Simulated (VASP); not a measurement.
# Mo (Fm-3m) in VASP: a series of runs

The runs below take Mo through single point, with PBE.

All numbers are computed with VASP 6.6.1; they aren't measurements. Logs are shortened: lines on timing, memory, paths and dates and some standing lists are left out, and cuts for length are marked.

## Step 1: The cell of the first run

Symmetry: Fm-3m, No. 225, cubic system. The conventional cell has a = 4.081 Å, b = 4.081 Å, c = 4.081 Å, α = 90.00°, β = 90.00°, γ = 90.00°. Within 3.8 Å of Mo (site symmetry m-3m) lie 12 Mo at 2.89 Å.

## Step 2: Single point, PBE (volume scaled by 1.06)

File INCAR:

```
SYSTEM = Mo
PREC     = Accurate       ! precision mode
ENCUT    = 520            ! plane-wave cutoff, eV
EDIFF    = 1E-7           ! SCF threshold, eV
ISMEAR   = 0              ! smearing method
SIGMA    = 0.1            ! smearing width, eV
LREAL    = .FALSE.        ! projectors in reciprocal space
LASPH    = .TRUE.         ! aspherical terms in the spheres
NELM     = 100            ! most SCF steps
ALGO     = Fast           ! electronic algorithm
ISIF     = 2              ! what is computed and relaxed
LWAVE    = .FALSE.        ! write WAVECAR
LCHARG   = .FALSE.        ! write CHGCAR
GGA      = PE             ! functional
NBANDS   = 13             ! bands
```

File KPOINTS:

```
Automatic mesh
0
G
  18 18 18
  0 0 0
```

File POSCAR:

```
Mo
1.0
    0.0000000000      2.0402738286      2.0402738286
    2.0402738286      0.0000000000      2.0402738286
    2.0402738286      2.0402738286      0.0000000000
Mo
1
Direct
    0.0000000000      0.0000000000      0.0000000000
```

Potentials or basis: VASP PAW PBE potentials, release 64 (Mo_sv).

Launch:

```sh
cat potpaw_PBE.64/Mo_sv/POTCAR > POTCAR
mpirun -np 1 vasp_std > vasp.out
```

OUTCAR:

```text
SYSTEM = Mo
   PREC = Accurate
   ENCUT = 520
   EDIFF = 1E-7
   ISMEAR = 0
   LREAL = .FALSE.
   LASPH = .TRUE.
   NELM = 100
   ISIF = 2
   GGA = PE

 ion  position               nearest neighbor table
   1  0.000  0.000  0.000-

  LATTYP: Found a face centered cubic cell.
 ALAT       =     4.0805476572

  Lattice vectors:

 A1 = (   0.0000000000,   2.0402738286,   2.0402738286)
 A2 = (   2.0402738286,   0.0000000000,   2.0402738286)
 A3 = (   2.0402738286,   2.0402738286,   0.0000000000)

Analysis of symmetry for initial positions (statically):
=====================================================================
 Subroutine PRICEL returns:
 Original cell was already a primitive cell.

 Routine SETGRP: Setting up the symmetry group for a
 face centered cubic supercell.

 Subroutine GETGRP returns: Found 48 space group operations
 (whereof 48 operations were pure point group operations)
 out of a pool of 48 trial point group operations.

The static configuration has the point symmetry O_h .

Analysis of symmetry for dynamics (positions and initial velocities):
=====================================================================
 Subroutine PRICEL returns:
 Original cell was already a primitive cell.

 Routine SETGRP: Setting up the symmetry group for a
 face centered cubic supercell.

 Subroutine GETGRP returns: Found 48 space group operations
 (whereof 48 operations were pure point group operations)
 out of a pool of 48 trial point group operations.

The dynamic configuration has the point symmetry O_h .

 Subroutine INISYM returns: Found 48 space group operations
 (whereof 48 operations are pure point group operations),
 and found     1 'primitive' translations

----------------------------------------------------------------------------------------

                                     Primitive cell

  volume of cell :      16.9862

  direct lattice vectors                    reciprocal lattice vectors
     0.000000000  2.040273829  2.040273829    -0.245065144  0.245065144  0.245065144
     2.040273829  0.000000000  2.040273829     0.245065144 -0.245065144  0.245065144
     2.040273829  2.040273829  0.000000000     0.245065144  0.245065144 -0.245065144

  length of vectors
     2.885382919  2.885382919  2.885382919     0.424465281  0.424465281  0.424465281

  position of ions in fractional coordinates (direct lattice)
     0.000000000  0.000000000  0.000000000

  ion indices of the primitive-cell ions
   primitive index   ion index
                 1           1

----------------------------------------------------------------------------------------

 KPOINTS: Automatic mesh

Automatic generation of k-mesh.
 Grid dimensions read from file:
 generate k-points for:   18   18   18

 Generating k-lattice:

  Cartesian coordinates                     Fractional coordinates (reciprocal lattice)
    -0.013614730  0.013614730  0.013614730     0.055555556  0.000000000  0.000000000
     0.013614730 -0.013614730  0.013614730     0.000000000  0.055555556  0.000000000
     0.013614730  0.013614730 -0.013614730     0.000000000  0.000000000  0.055555556

  Length of vectors
     0.023581404  0.023581404  0.023581404

  Shift w.r.t. Gamma in fractional coordinates (k-lattice)
     0.000000000  0.000000000  0.000000000

 Subroutine IBZKPT returns following result:
 ===========================================

 Found    195 irreducible k-points:

 Following reciprocal coordinates:
            Coordinates               Weight
  0.000000  0.000000  0.000000      1.000000
  0.055556  0.000000  0.000000      8.000000
  0.111111  0.000000  0.000000      8.000000
  0.166667  0.000000  0.000000      8.000000
  0.222222  0.000000  0.000000      8.000000
  0.277778  0.000000  0.000000      8.000000
[... 16 lines left out ...]
 -0.277778  0.055556  0.000000     24.000000
 -0.222222  0.055556  0.000000     24.000000
 [... further k-points ...]
   k-points           NKPTS =    195   k-points in BZ     NKDIM =    195   number of bands    NBANDS=     13
   number of dos      NEDOS =    301   number of ions     NIONS =      1
   total plane-waves  NPLWV =  13824
   dimension x,y,z NGX =    24 NGY =   24 NGZ =   24
   dimension x,y,z NGXF=    48 NGYF=   48 NGZF=   48
   ions per type =               1
   NGX,Y,Z   is equivalent  to a cutoff of  13.83, 13.83, 13.83 a.u.
   NGXF,Y,Z  is equivalent  to a cutoff of  27.66, 27.66, 27.66 a.u.
 SYSTEM =  Mo
   PREC   = accura    normal or accurate (medium, high low for compatibility)
   ISTART =      0    job   : 0-new  1-cont  2-samecut
   ICHARG =      2    charge: 1-file 2-atom 10-const
   ISPIN  =      1    spin polarized calculation?
   LNONCOLLINEAR =      F non collinear calculations
   LSORBIT =      F    spin-orbit coupling
   LASPH  =      T    aspherical Exc in radial PAW
   ENCUT  =  520.0 eV  38.22 Ry    6.18 a.u.   5.36  5.36  5.36*2*pi/ulx,y,z
   NELM   =    100;   NELMIN=  2; NELMDL= -5     # of ELM steps
   EDIFF  = 0.1E-06   stopping-criterion for ELM
   LREAL  =      F    real-space projection
   EDIFFG = 0.1E-05   stopping-criterion for IOM
   NSW    =      0    number of steps for IOM
   IBRION =     -1    ionic relax: 0-MD 1-quasi-New 2-CG
   NFREE  =      0    steps in history (QN), initial steepest desc. (CG)
   ISIF   =      2    stress and relaxation
   ISYM   =      2    0-nonsym 1-usesym 2-fastsym
   POTIM  = 0.5000    time-step for ionic-motion
   TEBEG  =    0.0;   TEEND  =   0.0 temperature during run
   PSTRESS=    0.0 pullay stress
   NELECT =      14.0000    total number of electrons
   NUPDOWN=      -1.0000    fix difference up-down
   EMIN   =  10.00;   EMAX   =-10.00  energy-range for DOS
   EFERMI =   0.00;   METHOD = LEGACY
   ISMEAR =     0;   SIGMA  =   0.10  broadening in eV -4-tet -1-fermi 0-gaus
   EFERMI_NEDOS =   21; number of points for ismear=-14 and -15
   IALGO  =     68    algorithm
   IMIX   =      4    mixing-type and parameters
     AMIX     =   0.40;   BMIX     =  1.00
     AMIX_MAG =   1.60;   BMIX_MAG =  1.00
  volume/ion in A,a.u.               =      16.99       114.63
  Fermi-wavevector in a.u.,A,eV,Ry     =   1.534920  2.900578 32.055042  2.355979
  Thomas-Fermi vector in A             =   2.641781
   LORBIT       =      0    0 simple, 1 ext, 2 COOP (PROOUT), +10 PAW based schemes
   GGA     = PE    functional components
   LHFCALC =     F    Hartree Fock is set to
   AEXX    =    0.0000 exact exchange contribution
   IVDW    =     0    specifies the selected vdW correction
   LEPSILON=     F    determine dielectric tensor
   LRPA    =     F    only Hartree local field effects (RPA)
 non-spin polarized calculation
 RMM-DIIS sequential band-by-band and
 Gauss-broadening in eV      SIGMA  =   0.10
  energy-cutoff  :      520.00
  volume of cell :       16.99
 maximum number of plane-waves:       473
 NGX is ok and might be reduce to    24
   NGX = 11   NGY = 11   NGZ = 11

 number of electron      14.0000001 magnetization

 Free energy of the ion-electron system (eV)
  ---------------------------------------------------
  ext. energy  EPLUGINS =         0.00000000
  ---------------------------------------------------
  free energy    TOTEN  =       -10.48000961 eV

  energy without entropy =      -10.47319545  energy(sigma->0) =      -10.47660253

 E-fermi :  10.9026     XC(G=0): -12.9099

 val. band max:       10.8894753490   @ k =   0.2222   0.1667   0.0556
 cond. band min:      10.9154346013   @ k =  -0.3333   0.1667   0.0000
 fundamental gap:      0.0259592522
 Fermi energy:        10.9026197154

 k-point     1 :       0.0000    0.0000    0.0000
  band No.  band energies     occupation
      1     -49.8360      2.00000
      2     -23.2912      2.00000
      3     -23.2912      2.00000
      4     -23.2912      2.00000
      5       4.3601      2.00000
      6      10.2773      2.00000
      7      10.2773      2.00000
      8      10.2773      2.00000
      9      12.7330      0.00000
     10      12.7330      0.00000
     11      23.9672      0.00000
     12      28.9432      0.00000
     13      28.9432      0.00000

 k-point     2 :       0.0556    0.0000    0.0000
  band No.  band energies     occupation
      1     -49.8307      2.00000
      2     -23.3254      2.00000
      3     -23.2956      2.00000
      4     -23.2956      2.00000
      5       4.4787      2.00000
      6      10.1979      2.00000
      7      10.3306      2.00000
      8      10.3306      2.00000
      9      12.6915      0.00000
     10      12.6915      0.00000
     11      24.1911      0.00000
     12      28.3910      0.00000
     13      29.1521      0.00000

 k-point     3 :       0.1111    0.0000    0.0000
  band No.  band energies     occupation
      1     -49.8157      2.00000
      2     -23.4234      2.00000
      3     -23.3081      2.00000
      4     -23.3081      2.00000
      5       4.8194      2.00000
      6       9.9944      2.00000
      7      10.4698      2.00000
      8      10.4698      2.00000
      9      12.5987      0.00000
     10      12.5987      0.00000
     11      24.8016      0.00000
     12      27.2762      0.00000
     13      29.7600      0.00000

 k-point     4 :       0.1667    0.0000    0.0000
  band No.  band energies     occupation
      1     -49.7925      2.00000
      2     -23.5714      2.00000
      3     -23.3272      2.00000
      4     -23.3272      2.00000
      5       5.3318      2.00000
      6       9.7603      2.00000
      7      10.6230      1.99992
      8      10.6230      1.99992
      9      12.5517      0.00000
     10      12.5517      0.00000
     11      25.4539      0.00000
     12      26.2965      0.00000
     13      30.7164      0.00000

 k-point     5 :       0.2222    0.0000    0.0000
  band No.  band energies     occupation
      1     -49.7639      2.00000
      2     -23.7500      2.00000
      3     -23.3505      2.00000
      4     -23.3505      2.00000
      5       5.9100      2.00000
      6       9.6384      2.00000
      7      10.6772      1.99856
      8      10.6772      1.99856
      9      12.6874      0.00000
     10      12.6874      0.00000
     11      24.7796      0.00000
     12      26.6342      0.00000
     13      31.9474      0.00000
[... 257 lines left out ...]
 k-point    22 :      -0.3333    0.0556    0.0000
  band No.  band energies     occupation
      1     -49.6929      2.00000
      2     -24.1537      2.00000
      3     -23.4409      2.00000
      4     -23.3973      2.00000
      5       6.7301      2.00000
      6      10.2925      2.00000
      7      10.4287      2.00000
      8      10.4807      2.00000
      9      13.4271      0.00000
     10      14.2538      0.00000
     11      22.8067      0.00000
     12      25.4664      0.00000
     13      30.5270      0.00000

 k-point    23 :      -0.2778    0.0556    0.0000
  band No.  band energies     occupation
      1     -49.7201      2.00000
      2     -23.9949      2.00000
      3     -23.4203      2.00000
      4     -23.3726      2.00000
      5       6.5853      2.00000
      6       9.8281      2.00000
      7      10.4855      2.00000
      8      10.6057      1.99997
      9      12.8526      0.00000
     10      13.7043      0.00000
     11      23.6840      0.00000
     12      26.5125      0.00000
     13      31.5803      0.00000

 k-point    24 :      -0.2222    0.0556    0.0000
  band No.  band energies     occupation
      1     -49.7502      2.00000
      2     -23.8158      2.00000
      3     -23.3948      2.00000
      4     -23.3473      2.00000
      5       6.1869      2.00000
      6       9.5468      2.00000
      7      10.6423      1.99977
      8      10.7437      1.97540
      9      12.4085      0.00000
     10      13.2145      0.00000
     11      24.6134      0.00000
     12      26.8530      0.00000
     13      31.3559      0.00000

 [... further k-points ...]
[... 5 lines left out ...]
  --------------------------------------------------------------------------------------
  -------------------------------------------------------------------------------------
  Total       -1.2755923     -1.2755923     -1.2755923      0.0000000      0.0000000      0.0000000
  in kB     -120.3170267   -120.3170267   -120.3170267      0.0000000      0.0000000      0.0000000
  external PRESSURE =    -120.3170267 kB  Pullay stress =       0.0000000 kB

 VOLUME and BASIS-vectors are now :
 -----------------------------------------------------------------------------
  energy-cutoff  :      520.00
  volume of cell :       16.99
      direct lattice vectors                 reciprocal lattice vectors
     0.000000000  2.040273829  2.040273829    -0.245065144  0.245065144  0.245065144
     2.040273829  0.000000000  2.040273829     0.245065144 -0.245065144  0.245065144
     2.040273829  2.040273829  0.000000000     0.245065144  0.245065144 -0.245065144

 POSITION                                       TOTAL-FORCE (eV/Angst)
 -----------------------------------------------------------------------------------
      0.00000      0.00000      0.00000         0.000000      0.000000     -0.000000
 -----------------------------------------------------------------------------------
    total drift:                                0.000000      0.000000     -0.000000

  FREE ENERGIE OF THE ION-ELECTRON SYSTEM (eV)
  ---------------------------------------------------
  free  energy   TOTEN  =       -10.4800096109 eV

  energy  without entropy=      -10.4731954532  energy(sigma->0) =      -10.47660253
```

Wall time 16 s (1 thread of Intel Xeon 6975P-C (Granite Rapids), shared host); peak memory 0.16 GiB.

Results:

| Item | Value |
| --- | --- |
| Free energy | -10.4800 eV |
| Pressure | -12.0 GPa |
| Band gap on the k mesh | zero (band 7 reaches 14.58 eV, above the bottom of band 8 at 10.28 eV) |

Levels at points of the mesh, in eV from the Fermi level:
| k point | band 4 | band 5 | band 6 | band 7 | band 8 | band 9 | band 10 | band 11 |
| --- | --- | --- | --- | --- | --- | --- | --- | --- |
| (0.00, 0.00, 0.00) | -34.19 | -6.54 | -0.63 | -0.63 | -0.63 | 1.83 | 1.83 | 13.06 |
| (0.50, 0.00, 0.00) | -34.34 | -4.32 | -0.79 | -0.79 | 1.38 | 3.71 | 3.71 | 10.27 |
| (0.50, 0.50, 0.00) | -34.58 | -4.57 | -3.92 | 3.67 | 3.71 | 4.25 | 4.25 | 12.02 |

(Part 1 of 2 ends here.)
